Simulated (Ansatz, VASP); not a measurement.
## YRuW3 in VASP and in Ansatz

```xyz
5
Lattice="4.7622 0.0000 0.0000 0.0000 4.7622 0.0000 0.0000 0.0000 4.7622" Properties=species:S:1:pos:R:3 pbc="T T T"
Y     0.0000    0.0000    0.0000
Ru    2.3811    2.3811    2.3811
W     0.0000    2.3811    2.3811
W     2.3811    0.0000    2.3811
W     2.3811    2.3811    0.0000
```

Alike in both runs: functional PBE; k mesh 8 × 8 × 8; occupations gaussian, width 0.1 eV; no spin polarisation.

Ansatz relaxed the structure, and its values are those at the end. VASP's run is a single point on that final structure, the one shown.

|  | VASP | Ansatz |
| --- | --- | --- |
| version | VASP 6.6.1 | Ansatz 0.2.0 |
| potentials or method | VASP PAW PBE potentials, release 64 (Y_sv, Ru_pv, W_sv), cutoff 520 eV | scalar-relativistic, plane waves, PAW |
| valence electrons in the cell | 67 | 69 |

```csv
,VASP,Ansatz,Ansatz less VASP
gap on the k mesh at the Fermi level (eV),none,none,-
pressure (GPa),0.5,0.0,-0.47
```

A gap of «none» marks a metal or a gap that the smearing closes. VASP's potentials hold 67 valence electrons a cell and Ansatz's 69, so a difference there can come from the potentials and not from the codes.

Neither program's run includes spin-orbit coupling.
